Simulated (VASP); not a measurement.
# AlW3 (I4/mmm) in VASP: notebook

AlW3 is run at these levels: PBE; tasks: single point.

All numbers are computed with VASP 6.6.1; they aren't measurements. Logs are shortened: lines on timing, memory, paths and dates and some standing lists are left out, and cuts for length are marked.

## 1. The cell of the first run

Symmetry: I4/mmm, No. 139, tetragonal system. The conventional cell has a = 3.842 Å, b = 3.842 Å, c = 8.582 Å, α = 90.00°, β = 90.00°, γ = 90.00°. Within 3.6 Å of Al (site symmetry 4/mmm) lie 12 W at 2.72 to 2.88 Å. W (site symmetry 4/mmm) has 4 Al at 2.72 Å and 8 W at 2.88 Å within 3.6 Å. W (site symmetry -4m2) has 8 W at 2.72 to 2.88 Å and 4 Al at 2.88 Å within 3.6 Å.

## 2. Single point, PBE

Input file INCAR:

```
SYSTEM = AlW3
PREC = Accurate
ENCUT = 520
EDIFF = 1E-6
ISMEAR = 0
SIGMA = 0.1
LREAL = .False.
LASPH = .True.
NELM = 60
ALGO = Normal
ISIF = 2
LWAVE = .False.
LCHARG = .False.
GGA = PE
NBANDS = 30
```

Input file KPOINTS:

```
regular mesh
0
Gamma
  6 6 6
  0 0 0
```

Input file POSCAR:

```
AlW3
1.0
   -1.9210406397      1.9210406397      4.2911557147
    1.9210406397     -1.9210406397      4.2911557147
    1.9210406397      1.9210406397     -4.2911557147
Al W
1 3
Direct
    0.0000000000      0.0000000000      0.0000000000
    0.5000000000      0.5000000000      0.0000000000
    0.2500000000      0.7500000000      0.5000000000
    0.7500000000      0.2500000000      0.5000000000
```

Potentials or basis: VASP PAW PBE potentials, release 64 (Al, W_sv).

The run is started by

```sh
$ cat potpaw_PBE.64/Al/POTCAR potpaw_PBE.64/W_sv/POTCAR > POTCAR
$ mpirun -np 1 vasp_std > vasp.out
```

OUTCAR:

```text
SYSTEM = AlW3
   PREC = Accurate
   ENCUT = 520
   EDIFF = 1E-6
   ISMEAR = 0
   LREAL = .False.
   LASPH = .True.
   NELM = 60
   ISIF = 2
   GGA = PE

 ion  position               nearest neighbor table
   1  0.000  0.000  0.000-   2 2.72   2 2.72   2 2.72   2 2.72   4 2.88   4 2.88   3 2.88   3 2.88
                             4 2.88   3 2.88   4 2.88   3 2.88
   2  0.500  0.500  0.000-   1 2.72   1 2.72   1 2.72   1 2.72   3 2.88   3 2.88   4 2.88   4 2.88
                             4 2.88   3 2.88   4 2.88   3 2.88
   3  0.250  0.750  0.500-   4 2.72   4 2.72   4 2.72   4 2.72   1 2.88   1 2.88   2 2.88   2 2.88
                             2 2.88   1 2.88   2 2.88   1 2.88
   4  0.750  0.250  0.500-   3 2.72   3 2.72   3 2.72   3 2.72   2 2.88   2 2.88   1 2.88   1 2.88
                             2 2.88   1 2.88   2 2.88   1 2.88

  LATTYP: Found a body centered tetragonal cell.
 ALAT       =     3.8420812794
 C/A-ratio  =     2.2337662338

  Lattice vectors:

 A1 = (  -1.9210406397,   1.9210406397,   4.2911557147)
 A2 = (   1.9210406397,  -1.9210406397,   4.2911557147)
 A3 = (   1.9210406397,   1.9210406397,  -4.2911557147)

Analysis of symmetry for initial positions (statically):
=====================================================================
 Subroutine PRICEL returns:
 Original cell was already a primitive cell.

 Routine SETGRP: Setting up the symmetry group for a
 body centered tetragonal supercell.

 Subroutine GETGRP returns: Found 16 space group operations
 (whereof 16 operations were pure point group operations)
 out of a pool of 16 trial point group operations.

The static configuration has the point symmetry D_4h.

Analysis of symmetry for dynamics (positions and initial velocities):
=====================================================================
 Subroutine PRICEL returns:
 Original cell was already a primitive cell.

 Routine SETGRP: Setting up the symmetry group for a
 body centered tetragonal supercell.

 Subroutine GETGRP returns: Found 16 space group operations
 (whereof 16 operations were pure point group operations)
 out of a pool of 16 trial point group operations.

The dynamic configuration has the point symmetry D_4h.

 Subroutine INISYM returns: Found 16 space group operations
 (whereof 16 operations are pure point group operations),
 and found     1 'primitive' translations

----------------------------------------------------------------------------------------

                                     Primitive cell
[... 96 lines left out ...]
   LREAL  =      F    real-space projection
   EDIFFG = 0.1E-04   stopping-criterion for IOM
   NSW    =      0    number of steps for IOM
   IBRION =     -1    ionic relax: 0-MD 1-quasi-New 2-CG
   NFREE  =      0    steps in history (QN), initial steepest desc. (CG)
   ISIF   =      2    stress and relaxation
   ISYM   =      2    0-nonsym 1-usesym 2-fastsym
   POTIM  = 0.5000    time-step for ionic-motion
   TEBEG  =    0.0;   TEEND  =   0.0 temperature during run
   PSTRESS=    0.0 pullay stress
   NELECT =      45.0000    total number of electrons
   NUPDOWN=      -1.0000    fix difference up-down
   EMIN   =  10.00;   EMAX   =-10.00  energy-range for DOS
   EFERMI =   0.00;   METHOD = LEGACY
   ISMEAR =     0;   SIGMA  =   0.10  broadening in eV -4-tet -1-fermi 0-gaus
   EFERMI_NEDOS =   21; number of points for ismear=-14 and -15
   IALGO  =     38    algorithm
   IMIX   =      4    mixing-type and parameters
     AMIX     =   0.40;   BMIX     =  1.00
     AMIX_MAG =   1.60;   BMIX_MAG =  1.00
  volume/ion in A,a.u.               =      15.84       106.87
  Fermi-wavevector in a.u.,A,eV,Ry     =   1.460752  2.760421 29.032070  2.133797
  Thomas-Fermi vector in A             =   2.577165
   LORBIT       =      0    0 simple, 1 ext, 2 COOP (PROOUT), +10 PAW based schemes
   GGA     = PE    functional components
   LHFCALC =     F    Hartree Fock is set to
   AEXX    =    0.0000 exact exchange contribution
   IVDW    =     0    specifies the selected vdW correction
   LEPSILON=     F    determine dielectric tensor
   LRPA    =     F    only Hartree local field effects (RPA)
 non-spin polarized calculation
 Gauss-broadening in eV      SIGMA  =   0.10
  energy-cutoff  :      520.00
  volume of cell :       63.34
 maximum number of plane-waves:      1735
 NGX is ok and might be reduce to    40
   NGX = 19   NGY = 19   NGZ = 19

 number of electron      45.0000001 magnetization

 Free energy of the ion-electron system (eV)
  ---------------------------------------------------
  ext. energy  EPLUGINS =         0.00000000
  ---------------------------------------------------
  free energy    TOTEN  =       -41.77696187 eV

  energy without entropy =      -41.76304121  energy(sigma->0) =      -41.77000154

 E-fermi :  10.4887     XC(G=0): -12.8334

 val. band max:       10.4768171724   @ k =  -0.3333  -0.3333   0.1667
 cond. band min:      10.5329566935   @ k =  -0.1667  -0.1667   0.1667
 fundamental gap:      0.0561395211
 Fermi energy:        10.4887194193

 k-point     1 :       0.0000    0.0000    0.0000
  band No.  band energies     occupation
      1     -63.4993      2.00000
      2     -63.3845      2.00000
      3     -63.3479      2.00000
      4     -28.0630      2.00000
      5     -28.0630      2.00000
      6     -28.0556      2.00000
[... 781 lines left out ...]
     29      15.3705      0.00000
     30      15.3983      0.00000

 [... further k-points ...]

------------------------ aborting loop because EDIFF is reached ----------------------------------------

  FORCE on cell =-STRESS in cart. coord.  units (eV):
  Direction    XX          YY          ZZ          XY          YZ          ZX
  --------------------------------------------------------------------------------------
  -------------------------------------------------------------------------------------
  Total        0.2137101      0.2137101      0.2007236      0.0000000     -0.0000000      0.0000000
  in kB        5.4054048      5.4054048      5.0769351      0.0000000     -0.0000000      0.0000000
  external PRESSURE =       5.2959149 kB  Pullay stress =       0.0000000 kB

 VOLUME and BASIS-vectors are now :
 -----------------------------------------------------------------------------
  energy-cutoff  :      520.00
  volume of cell :       63.34
      direct lattice vectors                 reciprocal lattice vectors
    -1.921040640  1.921040640  4.291155715     0.000000000  0.260275597  0.116518727
     1.921040640 -1.921040640  4.291155715     0.260275597  0.000000000  0.116518727
     1.921040640  1.921040640 -4.291155715     0.260275597  0.260275597  0.000000000

 POSITION                                       TOTAL-FORCE (eV/Angst)
 -----------------------------------------------------------------------------------
      0.00000      0.00000      0.00000         0.000000      0.000000      0.000000
      0.00000      0.00000      4.29116         0.000000      0.000000      0.000000
      1.92104      0.00000      2.14558        -0.000000      0.000000     -0.000000
      0.00000      1.92104      2.14558        -0.000000     -0.000000      0.000000
 -----------------------------------------------------------------------------------
    total drift:                                0.000000     -0.000000      0.000000

  FREE ENERGIE OF THE ION-ELECTRON SYSTEM (eV)
  ---------------------------------------------------
  free  energy   TOTEN  =       -41.7769618713 eV

  energy  without entropy=      -41.7630412072  energy(sigma->0) =      -41.77000154
```

OSZICAR:

```text
N       E                     dE             d eps       ncg     rms          rms(c)
DAV:   1     0.526178638132E+03    0.52618E+03   -0.25792E+04  1800   0.164E+03
DAV:   2    -0.191710564965E+02   -0.54535E+03   -0.53151E+03  1896   0.518E+02
DAV:   3    -0.432611614416E+02   -0.24090E+02   -0.22927E+02  2126   0.105E+02
DAV:   4    -0.438784153090E+02   -0.61725E+00   -0.61020E+00  2122   0.160E+01
DAV:   5    -0.438886161498E+02   -0.10201E-01   -0.10199E-01  2098   0.220E+00    0.336E+01
DAV:   6    -0.420796459223E+02    0.18090E+01   -0.41979E+00  2138   0.137E+01    0.123E+01
DAV:   7    -0.418054672295E+02    0.27418E+00   -0.88693E-01  2234   0.639E+00    0.130E+00
DAV:   8    -0.417817662129E+02    0.23701E-01   -0.59364E-02  2054   0.199E+00    0.543E-01
DAV:   9    -0.417778352977E+02    0.39309E-02   -0.15499E-02  2078   0.138E+00    0.295E-01
DAV:  10    -0.417769332687E+02    0.90203E-03   -0.19888E-03  2058   0.458E-01    0.199E-01
DAV:  11    -0.417769655488E+02   -0.32280E-04   -0.21922E-04  2134   0.126E-01    0.269E-02
DAV:  12    -0.417769640932E+02    0.14556E-05   -0.12673E-05  2108   0.274E-02    0.900E-03
DAV:  13    -0.417769620751E+02    0.20181E-05   -0.26596E-06  1560   0.129E-02    0.198E-03
DAV:  14    -0.417769618713E+02    0.20378E-06   -0.24542E-07   966   0.433E-03
   1 F= -.41776962E+02 E0= -.41770002E+02  d E =-.139207E-01
```

Wall time 49 s (1 thread of Intel Xeon Platinum 8488C (Sapphire Rapids), shared host); peak memory 0.26 GiB.

What came out:

* Free energy: -41.7770 eV
* Pressure: 0.5 GPa
* Band gap on the k mesh: zero (an odd number of electrons rules out a gap without spin polarisation)

Caveat: spin-orbit coupling is left out, which moves the levels of the heavy elements.

## 3. Single point, PBE

Input file INCAR:

```
PREC     = Accurate       # precision mode
ENCUT    = 520            # plane-wave cutoff, eV
EDIFF    = 1E-6           # SCF threshold, eV
ISMEAR   = 0              # smearing method
SIGMA    = 0.1            # smearing width, eV
LREAL    = F              # projectors in reciprocal space
LASPH    = T              # aspherical terms in the spheres
NELM     = 100            # most SCF steps
ALGO     = Fast           # electronic algorithm
ISIF     = 2              # what is computed and relaxed
LWAVE    = F              # write WAVECAR
LCHARG   = F              # write CHGCAR
GGA      = PE             # functional
NBANDS   = 30             # bands
```

Input file KPOINTS:

```
regular mesh
0
Gamma
  16 16 16
```

Input file POSCAR:

```
AlW3
1.0
   -1.9231857370      1.9231857370      4.2878788725
    1.9231857370     -1.9231857370      4.2878788725
    1.9231857370      1.9231857370     -4.2878788725
Al W
1 3
Direct
    0.0000000000      0.0000000000      0.0000000000
    0.5000000000      0.5000000000      0.0000000000
    0.2500000000      0.7500000000      0.5000000000
    0.7500000000      0.2500000000      0.5000000000
```

Potentials or basis: VASP PAW PBE potentials, release 64 (Al, W_sv).

The run is started by

```sh
$ cat potpaw_PBE.64/Al/POTCAR potpaw_PBE.64/W_sv/POTCAR > POTCAR
$ mpirun -np 1 vasp_std > vasp.out
```

It took 11 min on 1 thread of Intel Xeon Platinum 8488C (Sapphire Rapids), shared host; peak memory 0.64 GiB.

The run converged. Its results:

* Free energy: -41.7713 eV
* Pressure: 0.3 GPa
* Band gap on the k mesh: zero (an odd number of electrons rules out a gap without spin polarisation)

Stress tensor (GPa, compression positive):
```
0.40 0.00 0.00
0.00 0.40 0.00
0.00 0.00 0.21
```

Levels at points of the mesh, in eV from the Fermi level:
| k point | band 20 | band 21 | band 22 | band 23 | band 24 | band 25 | band 26 | band 27 |
| --- | --- | --- | --- | --- | --- | --- | --- | --- |
| (0.00, 0.00, 0.00) | -1.24 | -1.24 | -0.18 | 0.27 | 0.67 | 0.98 | 2.37 | 2.37 |
| (0.50, 0.00, 0.00) | -1.32 | -0.87 | -0.84 | -0.63 | 0.62 | 0.64 | 0.88 | 1.22 |
| (0.50, 0.50, 0.00) | -1.55 | -1.54 | -0.30 | 0.07 | 0.23 | 0.95 | 1.20 | 1.51 |
| (0.50, 0.50, 0.50) | -1.56 | -0.56 | 0.75 | 0.75 | 0.88 | 2.30 | 2.30 | 3.60 |

Caveat: spin-orbit coupling is left out, which moves the levels of the heavy elements.

The gap in the log of VASP goes by the Fermi energy; the results here count the filled bands.